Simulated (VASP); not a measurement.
# SiC (F-43m) in VASP: a series of runs

The runs below take SiC through vibrations by perturbation theory, elastic constants, with LDA.

Everything below comes from runs of VASP 6.6.1. Logs are shortened: lines on timing, memory, paths and dates and some standing lists are left out, and cuts for length are marked.

## Step 1: The cell of the first run

It takes space group F-43m (No. 216, cubic). Conventional cell: a = 4.329 Å, b = 4.329 Å, c = 4.329 Å, α = 90.00°, β = 90.00°, γ = 90.00°. Within 2.5 Å of Si (site symmetry -43m) lie 4 C at 1.87 Å. C (site symmetry -43m) has 4 Si at 1.87 Å within 2.5 Å.

## Step 2: Vibrations by perturbation theory, LDA

Input file INCAR:

```
ALGO = Normal
EDIFF = 1E-8
ENCUT = 520
GGA = CA
IBRION = 8
ISIF = 2
ISMEAR = 0
LASPH = True
LCHARG = False
LEPSILON = True
LREAL = False
LWAVE = False
NBANDS = 11
NELM = 80
NSW = 1
PREC = Accurate
SIGMA = 0.01
```

Input file KPOINTS:

```
k-points
0
Gamma
  8 8 8
```

Input file POSCAR:

```
SiC
1.0
    0.0000000000      2.1645000000      2.1645000000
    2.1645000000      0.0000000000      2.1645000000
    2.1645000000      2.1645000000      0.0000000000
Si C
1 1
Direct
    0.0000000000      0.0000000000      0.0000000000
    0.2500000000      0.2500000000      0.2500000000
```

Potentials or basis: VASP PAW LDA potentials, release 64 (Si, C).

The run is started by

```
cat potpaw_LDA.64/Si/POTCAR potpaw_LDA.64/C/POTCAR > POTCAR
mpirun -np 1 vasp_std > vasp.out
```

OUTCAR:

```text
EDIFF = 1E-8
   ENCUT = 520
   GGA = CA
   IBRION = 8
   ISIF = 2
   ISMEAR = 0
   LASPH = True
   LEPSILON = True
   LREAL = False
   NELM = 80
   NSW = 1
   PREC = Accurate

 ion  position               nearest neighbor table
   1  0.000  0.000  0.000-   2 1.87   2 1.87   2 1.87   2 1.87
   2  0.250  0.250  0.250-   1 1.87   1 1.87   1 1.87   1 1.87

  LATTYP: Found a face centered cubic cell.
 ALAT       =     4.3290000000

  Lattice vectors:

 A1 = (   0.0000000000,   2.1645000000,   2.1645000000)
 A2 = (   2.1645000000,   0.0000000000,   2.1645000000)
 A3 = (   2.1645000000,   2.1645000000,   0.0000000000)

Analysis of symmetry for initial positions (statically):
=====================================================================
 Subroutine PRICEL returns:
 Original cell was already a primitive cell.

 Routine SETGRP: Setting up the symmetry group for a
 face centered cubic supercell.

 Subroutine GETGRP returns: Found 24 space group operations
 (whereof 24 operations were pure point group operations)
 out of a pool of 48 trial point group operations.

The static configuration has the point symmetry T_d .

Analysis of symmetry for dynamics (positions and initial velocities):
=====================================================================
 Subroutine PRICEL returns:
 Original cell was already a primitive cell.

 Routine SETGRP: Setting up the symmetry group for a
 face centered cubic supercell.

 Subroutine GETGRP returns: Found 24 space group operations
 (whereof 24 operations were pure point group operations)
 out of a pool of 48 trial point group operations.

The dynamic configuration has the point symmetry T_d .

 Subroutine INISYM returns: Found 24 space group operations
 (whereof 24 operations are pure point group operations),
 and found     1 'primitive' translations

----------------------------------------------------------------------------------------

[... 566 lines left out ...]
     0.00000 -8.67917  0.00486

 MACROSCOPIC STATIC DIELECTRIC TENSOR (including local field effects in DFT)
 ------------------------------------------------------
           7.087011     0.000000    -0.000000
          -0.000000     7.087011    -0.000000
           0.000000     0.000000     7.087011
 ------------------------------------------------------

 PIEZOELECTRIC TENSOR (including local field effects)  for field in x, y, z        (e  Angst)
          XX          YY          ZZ          XY          YZ          ZX
  --------------------------------------------------------------------------------
  x     0.00000    -0.00000    -0.00000     0.00000    -1.25008     0.00000
  y     0.00000    -0.00000     0.00000     0.00000     0.00000    -1.25008
  z    -0.00000    -0.00000     0.00000    -1.25008     0.00000     0.00000

 PIEZOELECTRIC TENSOR (including local field effects)  for field in x, y, z        (C/m^2)
          XX          YY          ZZ          XY          YZ          ZX
  --------------------------------------------------------------------------------
  x     0.00000    -0.00000    -0.00000     0.00000    -0.98752     0.00000
  y     0.00000    -0.00000     0.00000     0.00000     0.00000    -0.98752
  z    -0.00000    -0.00000     0.00000    -0.98752     0.00000     0.00000

 BORN EFFECTIVE CHARGES (including local field effects) (in |e|, cummulative output)
 ---------------------------------------------------------------------------------
 ion    1
    1     2.72175     0.00000    -0.00000
    2     0.00000     2.72175     0.00000
    3    -0.00000     0.00000     2.72175
 ion    2
    1    -2.72175     0.00000     0.00000
    2     0.00000    -2.72175    -0.00000
    3     0.00000    -0.00000    -2.72175

 INTERNAL STRAIN TENSOR FOR ION    2 for displacements in x,y,z  (eV/Angst):
          X           Y           Z          XY          YZ          ZX
  --------------------------------------------------------------------------------
  x    -0.00000     0.00000     0.00000     0.00000    -8.67917     0.00000
  y     0.00000     0.00000     0.00000     0.00000     0.00000    -8.67917
  z     0.00000     0.00000    -0.00000    -8.67917     0.00000     0.00000

 SECOND DERIVATIVES (NOT SYMMETRIZED)
 ------------------------------------
               1X          1Y          1Z          2X          2Y          2Z
  1X   -19.692189    0.000000    0.000000   19.692189    0.000000    0.000000
  1Y     0.000000  -19.692189    0.000000    0.000000   19.692189    0.000000
  1Z     0.000000    0.000000  -19.692189    0.000000    0.000000   19.692189
  2X    19.692681    0.000000    0.000000  -19.692681    0.000000    0.000000
  2Y     0.000000   19.692681    0.000000    0.000000  -19.692681    0.000000
  2Z     0.000000    0.000000   19.692681    0.000000    0.000000  -19.692681

 Eigenvectors and eigenvalues of the dynamical matrix
 ----------------------------------------------------

   1 f  =   23.918021 THz   150.281361 2PiTHz  797.819316 cm-1    98.916944 meV
             X         Y         Z           dx          dy          dz
      0.000000  0.000000  0.000000    -0.547312    0.000000    0.000000
      1.082250  1.082250  1.082250     0.836928    0.000000    0.000000
[... 21 lines left out ...]
   6 f/i=    0.000137 THz     0.000861 2PiTHz    0.004568 cm-1     0.000566 meV
             X         Y         Z           dx          dy          dz
      0.000000  0.000000  0.000000    -0.836928    0.000000    0.000000
      1.082250  1.082250  1.082250    -0.547312    0.000000    0.000000

--------------------------------------------------------------------------------------------------------

 MACROSCOPIC STATIC DIELECTRIC TENSOR IONIC CONTRIBUTION
 ------------------------------------------------------
           3.356297    -0.000000    -0.000000
          -0.000000     3.356297    -0.000000
          -0.000000    -0.000000     3.356297
 ------------------------------------------------------

 ELASTIC MODULI CONTR FROM IONIC RELAXATION (kBar)
 Direction    XX          YY          ZZ          XY          YZ          ZX
 --------------------------------------------------------------------------------
 XX          -0.0000      0.0000      0.0000     -0.0000      0.0000     -0.0000
 YY           0.0000     -0.0000     -0.0000     -0.0000     -0.0000     -0.0000
 ZZ           0.0000     -0.0000     -0.0000      0.0000     -0.0000     -0.0000
 XY          -0.0000     -0.0000      0.0000   -275.7343      0.0000      0.0000
 YZ           0.0000     -0.0000     -0.0000     -0.0000   -275.7343      0.0000
 ZX          -0.0000     -0.0000     -0.0000      0.0000      0.0000   -275.7343
 --------------------------------------------------------------------------------

 PIEZOELECTRIC TENSOR IONIC CONTR  for field in x, y, z        (C/m^2)
          XX          YY          ZZ          XY          YZ          ZX
  --------------------------------------------------------------------------------
  x    -0.00000     0.00000     0.00000     0.00000     0.90521    -0.00000
  y     0.00000     0.00000     0.00000    -0.00000    -0.00000     0.90521
  z     0.00000     0.00000    -0.00000     0.90521    -0.00000    -0.00000
```

Wall time 51 s (1 thread of Intel Xeon Platinum 8488C (Sapphire Rapids), shared host); peak memory 0.17 GiB.

What came out:

```yaml
Electronic_dielectric_tensor_diagonal: 7.09
Born_charges_mean_of_the_diagonal: Si +2.72; C -2.72 e
Highest_phonon_frequency_at_Γ_LO-TO_splitting_left_out: 798 cm⁻¹
```

Phonon frequencies in cm⁻¹ (negative: imaginary):
```tsv
q point	frequencies
(0.000, 0.000, 0.000)	0 0 0 798 798 798
```

Electronic dielectric tensor:
```
7.09 0.00 0.00
0.00 7.09 0.00
0.00 0.00 7.09
```

Born effective charge tensors (e):
atom 1, Si
```
2.72 0.00 0.00
0.00 2.72 0.00
0.00 0.00 2.72
```
atom 2, C
```
-2.72  0.00  0.00
 0.00 -2.72  0.00
 0.00  0.00 -2.72
```

## Step 3: Elastic constants, LDA

Input file INCAR:

```
PREC = Accurate
ENCUT = 600
EDIFF = 1E-8
ISMEAR = 0
SIGMA = 0.01
LREAL = F
LASPH = T
NELM = 80
ALGO = Normal
ISIF = 3
LWAVE = F
LCHARG = T
NBANDS = 11
IBRION = 6
NFREE = 2
POTIM = 0.015
NSW = 1
```

Input file KPOINTS:

```
regular mesh
0
Gamma
  8 8 8
```

POSCAR is that of step 2.

Potentials or basis: VASP PAW LDA potentials, release 64 (Si, C).

The run is started by

```
cat potpaw_LDA.64/Si/POTCAR potpaw_LDA.64/C/POTCAR > POTCAR
mpirun -np 1 vasp_std > vasp.out
```

It took 88 s on 1 thread of Intel Xeon Platinum 8488C (Sapphire Rapids), shared host; peak memory 0.19 GiB.

It converged, with:

```yaml
Elastic_constants_C11_C12_C44: 402, 143, 253 GPa
Voigt_bulk_modulus: 229 GPa
Highest_phonon_frequency_at_Γ_LO-TO_splitting_left_out: 798 cm⁻¹
```

Phonon frequencies in cm⁻¹ (negative: imaginary):
| q point | frequencies |
| --- | --- |
| (0.000, 0.000, 0.000) | 0 0 0 798 798 798 |

Elastic tensor in Voigt notation (GPa, in the Cartesian axes of the cell as first typed):
```
402 143 143   0   0   0
143 402 143   0   0   0
143 143 402   0   0   0
  0   0   0 253   0   0
  0   0   0   0 253   0
  0   0   0   0   0 253
```

Clamped-ion elastic tensor (GPa):
```
402 143 143   0   0   0
143 402 143   0   0   0
143 143 402   0   0   0
  0   0   0 284   0   0
  0   0   0   0 284   0
  0   0   0   0   0 284
```
